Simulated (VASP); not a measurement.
# As (R-3m) in VASP: single point with PBE+D3(BJ)

Aim: the single point of As with PBE+D3(BJ).

Program: VASP 6.6.1. These are calculated values, not measurements. Logs are shortened: lines on timing, memory, paths and dates and some standing lists are left out, and cuts for length are marked.

### 1 The cell of the first run

Symmetry: R-3m, No. 166, trigonal system. Conventional cell: a = 3.784 Å, b = 3.784 Å, c = 10.111 Å, α = 90.00°, β = 90.00°, γ = 120.00°. Within 3.3 Å of As (site symmetry 3m) lie 6 As at 2.54 to 3.02 Å.

### 2 Single point, PBE+D3(BJ)

The input, INCAR:

```
SYSTEM = As
ALGO = Normal ; EDIFF = 1E-6
ENCUT = 520 ; GGA = PE
ISIF = 2 ; ISMEAR = 0
IVDW = 12 ; LASPH = .TRUE.
LCHARG = .TRUE. ; LELF = .TRUE.
LREAL = .FALSE. ; LVHAR = .TRUE.
LWAVE = .FALSE. ; NBANDS = 12
NELM = 100 ; PREC = Accurate
SIGMA = 0.1
```

The input, KPOINTS:

```
k-points
0
G
  15 15 15
  0 0 0
```

The input, POSCAR:

```
As
1.0
    1.8917643097      1.0922106334      3.3704011475
   -1.8917643097      1.0922106334      3.3704011475
    0.0000000000     -2.1844212669      3.3704011475
As
2
Direct
    0.2303350046      0.2303350046      0.2303350046
    0.7696649954      0.7696649954      0.7696649954
```

Potentials or basis: VASP PAW PBE potentials, release 64 (As).

On the command line:

```sh
$ cat potpaw_PBE.64/As/POTCAR > POTCAR
$ mpirun -np 1 vasp_std > vasp.out
```

OUTCAR:

```text
SYSTEM = As
   EDIFF = 1E-6
   ENCUT = 520
   GGA = PE
   ISIF = 2
   ISMEAR = 0
   IVDW = 12
   LASPH = .TRUE.
   LREAL = .FALSE.
   NELM = 100
   PREC = Accurate
 IVDW          = 12

 ion  position               nearest neighbor table
   1  0.230  0.230  0.230-   2 2.54   2 2.54   2 2.54
   2  0.770  0.770  0.770-   1 2.54   1 2.54   1 2.54

  LATTYP: Found a trigonal (rhomboedric) cell.
 ALAT       =     4.0163789869
 COS(alpha) =     0.5562946363

  Lattice vectors:

 A1 = (   1.8917643097,   1.0922106334,   3.3704011475)
 A2 = (  -1.8917643097,   1.0922106334,   3.3704011475)
 A3 = (   0.0000000000,  -2.1844212669,   3.3704011475)

Analysis of symmetry for initial positions (statically):
=====================================================================
 Subroutine PRICEL returns:
 Original cell was already a primitive cell.

 Routine SETGRP: Setting up the symmetry group for a
 trigonal (rhombohedral) supercell.

 Subroutine GETGRP returns: Found 12 space group operations
 (whereof 12 operations were pure point group operations)
 out of a pool of 12 trial point group operations.

The static configuration has the point symmetry D_3d.

Analysis of symmetry for dynamics (positions and initial velocities):
=====================================================================
 Subroutine PRICEL returns:
 Original cell was already a primitive cell.

 Routine SETGRP: Setting up the symmetry group for a
 trigonal (rhombohedral) supercell.

 Subroutine GETGRP returns: Found 12 space group operations
 (whereof 12 operations were pure point group operations)
 out of a pool of 12 trial point group operations.

The dynamic configuration has the point symmetry D_3d.

 Subroutine INISYM returns: Found 12 space group operations
 (whereof 12 operations are pure point group operations),
 and found     1 'primitive' translations

----------------------------------------------------------------------------------------

                                     Primitive cell

  volume of cell :      41.7836

  direct lattice vectors                    reciprocal lattice vectors
     1.891764310  1.092210633  3.370401147     0.264303538  0.152595719  0.098900196
    -1.891764310  1.092210633  3.370401147    -0.264303538  0.152595719  0.098900196
     0.000000000 -2.184421267  3.370401147     0.000000000 -0.305191438  0.098900196

  length of vectors
     4.016378987  4.016378987  4.016378987     0.320816244  0.320816244  0.320816244

  position of ions in fractional coordinates (direct lattice)
     0.230335005  0.230335005  0.230335005
     0.769664995  0.769664995  0.769664995

  ion indices of the primitive-cell ions
   primitive index   ion index
                 1           1
                 2           2

----------------------------------------------------------------------------------------

 KPOINTS: k-points

Automatic generation of k-mesh.
 Grid dimensions read from file:
 generate k-points for:   15   15   15

 Generating k-lattice:

  Cartesian coordinates                     Fractional coordinates (reciprocal lattice)
     0.017620236  0.010173048  0.006593346     0.066666667  0.000000000  0.000000000
    -0.017620236  0.010173048  0.006593346     0.000000000  0.066666667  0.000000000
     0.000000000 -0.020346096  0.006593346     0.000000000  0.000000000  0.066666667

  Length of vectors
     0.021387750  0.021387750  0.021387750

  Shift w.r.t. Gamma in fractional coordinates (k-lattice)
     0.000000000  0.000000000  0.000000000

 Subroutine IBZKPT returns following result:
 ===========================================

 Found    344 irreducible k-points:

 Following reciprocal coordinates:
            Coordinates               Weight
  0.000000  0.000000  0.000000      1.000000
  0.066667  0.000000 -0.000000      6.000000
  0.133333  0.000000 -0.000000      6.000000
  0.200000  0.000000 -0.000000      6.000000
  0.266667  0.000000 -0.000000      6.000000
  0.333333  0.000000 -0.000000      6.000000
[... 16 lines left out ...]
  0.133333  0.133333 -0.000000      6.000000
  0.200000  0.133333 -0.000000     12.000000
 [... further k-points ...]
   k-points           NKPTS =    344   k-points in BZ     NKDIM =    344   number of bands    NBANDS=     12
   number of dos      NEDOS =    301   number of ions     NIONS =      2
   total plane-waves  NPLWV =  27000
   dimension x,y,z NGX =    30 NGY =   30 NGZ =   30
   dimension x,y,z NGXF=    60 NGYF=   60 NGZF=   60
   ions per type =               2
   NGX,Y,Z   is equivalent  to a cutoff of  12.42, 12.42, 12.42 a.u.
   NGXF,Y,Z  is equivalent  to a cutoff of  24.84, 24.84, 24.84 a.u.
 SYSTEM =  As
   PREC   = accura    normal or accurate (medium, high low for compatibility)
   ISTART =      0    job   : 0-new  1-cont  2-samecut
   ICHARG =      2    charge: 1-file 2-atom 10-const
   ISPIN  =      1    spin polarized calculation?
   LNONCOLLINEAR =      F non collinear calculations
   LSORBIT =      F    spin-orbit coupling
   LASPH  =      T    aspherical Exc in radial PAW
   ENCUT  =  520.0 eV  38.22 Ry    6.18 a.u.   7.47  7.47  7.47*2*pi/ulx,y,z
   NELM   =    100;   NELMIN=  2; NELMDL= -5     # of ELM steps
   EDIFF  = 0.1E-05   stopping-criterion for ELM
   LREAL  =      F    real-space projection
   EDIFFG = 0.1E-04   stopping-criterion for IOM
   NSW    =      0    number of steps for IOM
   IBRION =     -1    ionic relax: 0-MD 1-quasi-New 2-CG
   NFREE  =      0    steps in history (QN), initial steepest desc. (CG)
   ISIF   =      2    stress and relaxation
   ISYM   =      2    0-nonsym 1-usesym 2-fastsym
   POTIM  = 0.5000    time-step for ionic-motion
   TEBEG  =    0.0;   TEEND  =   0.0 temperature during run
   PSTRESS=    0.0 pullay stress
   NELECT =      10.0000    total number of electrons
   NUPDOWN=      -1.0000    fix difference up-down
   EMIN   =  10.00;   EMAX   =-10.00  energy-range for DOS
   EFERMI =   0.00;   METHOD = LEGACY
   ISMEAR =     0;   SIGMA  =   0.10  broadening in eV -4-tet -1-fermi 0-gaus
   EFERMI_NEDOS =   21; number of points for ismear=-14 and -15
   IALGO  =     38    algorithm
   IMIX   =      4    mixing-type and parameters
     AMIX     =   0.40;   BMIX     =  1.00
     AMIX_MAG =   1.60;   BMIX_MAG =  1.00
  volume/ion in A,a.u.               =      20.89       140.98
  Fermi-wavevector in a.u.,A,eV,Ry     =   1.016419  1.920753 14.056280  1.033107
  Thomas-Fermi vector in A             =   2.149761
   LORBIT       =      0    0 simple, 1 ext, 2 COOP (PROOUT), +10 PAW based schemes
   GGA     = PE    functional components
   LHFCALC =     F    Hartree Fock is set to
   AEXX    =    0.0000 exact exchange contribution
   IVDW    =    12    specifies the selected vdW correction
   LEPSILON=     F    determine dielectric tensor
   LRPA    =     F    only Hartree local field effects (RPA)
 non-spin polarized calculation
 Gauss-broadening in eV      SIGMA  =   0.10
  energy-cutoff  :      520.00
  volume of cell :       41.78
 maximum number of plane-waves:      1141
 NGX is ok and might be reduce to    30
   NGX = 15   NGY = 15   NGZ = 15

 number of electron      10.0000000 magnetization

 Free energy of the ion-electron system (eV)
  ---------------------------------------------------
  ext. energy  EPLUGINS =         0.00000000
  ---------------------------------------------------
  free energy    TOTEN  =        -9.30865220 eV

  energy without entropy =       -9.30805302  energy(sigma->0) =       -9.30835261

 E-fermi :   5.7701     XC(G=0): -10.1285

 val. band max:        5.7234059491   @ k =   0.3333   0.1333   0.1333
 cond. band min:       5.7786327294   @ k =   0.3333   0.2000   0.2000
 fundamental gap:      0.0552267803
 Fermi energy:         5.7700622537

 k-point     1 :       0.0000    0.0000    0.0000
  band No.  band energies     occupation
      1      -9.3825      2.00000
      2       0.1730      2.00000
      3       3.3561      2.00000
      4       3.6712      2.00000
      5       3.6712      2.00000
      6       7.8589      0.00000
      7       8.8753      0.00000
      8       8.8753      0.00000
      9      12.2449      0.00000
     10      12.2449      0.00000
     11      12.6455      0.00000
     12      14.2743      0.00000

 k-point     2 :       0.0667    0.0000   -0.0000
  band No.  band energies     occupation
      1      -9.3223      2.00000
      2      -0.0878      2.00000
      3       3.3825      2.00000
      4       3.6409      2.00000
      5       3.7200      2.00000
      6       7.9160      0.00000
      7       8.7315      0.00000
      8       8.7766      0.00000
      9      11.9012      0.00000
     10      12.1825      0.00000
     11      12.3503      0.00000
     12      14.7116      0.00000

 k-point     3 :       0.1333    0.0000   -0.0000
  band No.  band energies     occupation
      1      -9.1423      2.00000
      2      -0.7571      2.00000
      3       3.3521      2.00000
      4       3.5603      2.00000
      5       3.9207      2.00000
      6       7.9016      0.00000
      7       8.3943      0.00000
      8       8.4758      0.00000
      9      11.4398      0.00000
     10      12.1198      0.00000
     11      12.2796      0.00000
     12      15.7315      0.00000
[... 286 lines left out ...]
 k-point    23 :       0.1333    0.1333   -0.0000
  band No.  band energies     occupation
      1      -9.0824      2.00000
      2      -0.8580      2.00000
      3       2.7902      2.00000
      4       3.1591      2.00000
      5       4.8521      2.00000
      6       7.0437      0.00000
      7       8.2904      0.00000
      8       9.3308      0.00000
      9      11.4118      0.00000
     10      12.5848      0.00000
     11      13.0098      0.00000
     12      14.7717      0.00000

 k-point    24 :       0.2000    0.1333   -0.0000
  band No.  band energies     occupation
      1      -8.8751      2.00000
      2      -1.3676      2.00000
      3       2.5199      2.00000
      4       2.9613      2.00000
      5       4.9676      2.00000
      6       6.7917      0.00000
      7       8.3714      0.00000
      8       9.3373      0.00000
      9      11.1020      0.00000
     10      12.8751      0.00000
     11      13.5466      0.00000
     12      15.2059      0.00000

 [... further k-points ...]

------------------------ aborting loop because EDIFF is reached ----------------------------------------

 Edisp (eV)   -0.86624

 E8    (eV) :    -0.3670

  FORCE on cell =-STRESS in cart. coord.  units (eV):
  Direction    XX          YY          ZZ          XY          YZ          ZX
  --------------------------------------------------------------------------------------
  -------------------------------------------------------------------------------------
  Total       0.07831     0.07831     0.05286     0.00000    -0.00000     0.00000
  in kB       3.00272     3.00272     2.02677     0.00000    -0.00000     0.00000
  external pressure =        2.68 kB  Pullay stress =        0.00 kB

 VOLUME and BASIS-vectors are now :
 -----------------------------------------------------------------------------
  energy-cutoff  :      520.00
  volume of cell :       41.78
      direct lattice vectors                 reciprocal lattice vectors
     1.891764310  1.092210633  3.370401147     0.264303538  0.152595719  0.098900196
    -1.891764310  1.092210633  3.370401147    -0.264303538  0.152595719  0.098900196
     0.000000000 -2.184421267  3.370401147     0.000000000 -0.305191438  0.098900196

 POSITION                                       TOTAL-FORCE (eV/Angst)
 -----------------------------------------------------------------------------------
      0.00000     -0.00000      2.32896         0.000000     -0.000000      0.045238
      0.00000     -0.00000      7.78224         0.000000      0.000000     -0.045238
 -----------------------------------------------------------------------------------
    total drift:                                0.000000     -0.000000      0.000000

  FREE ENERGIE OF THE ION-ELECTRON SYSTEM (eV)
  ---------------------------------------------------
  free  energy   TOTEN  =       -10.1748938007 eV

  energy  without entropy=      -10.1742946243  energy(sigma->0) =      -10.17459421
```

Run time: 2.6 min. Hardware: 1 thread of AMD EPYC 7R43 (Zen 3), shared host; peak memory 0.25 GiB.

What came out:

```yaml
Free_energy: -10.1749 eV
Pressure: 0.3 GPa
Largest_force: 0.045 eV/Å
Band_gap_on_the_k_mesh: zero (band 5 reaches 5.78 eV, above the bottom of band 6 at 5.64 eV)
Dispersion_energy_per_atom: -0.433 eV
```

Forces in eV/Å, atoms in the order of the input:
```
As   0.000  0.000  0.045
As   0.000  0.000 -0.045
```

Caveat: pairwise dispersion overbinds metals, which lowers pressure and volume.
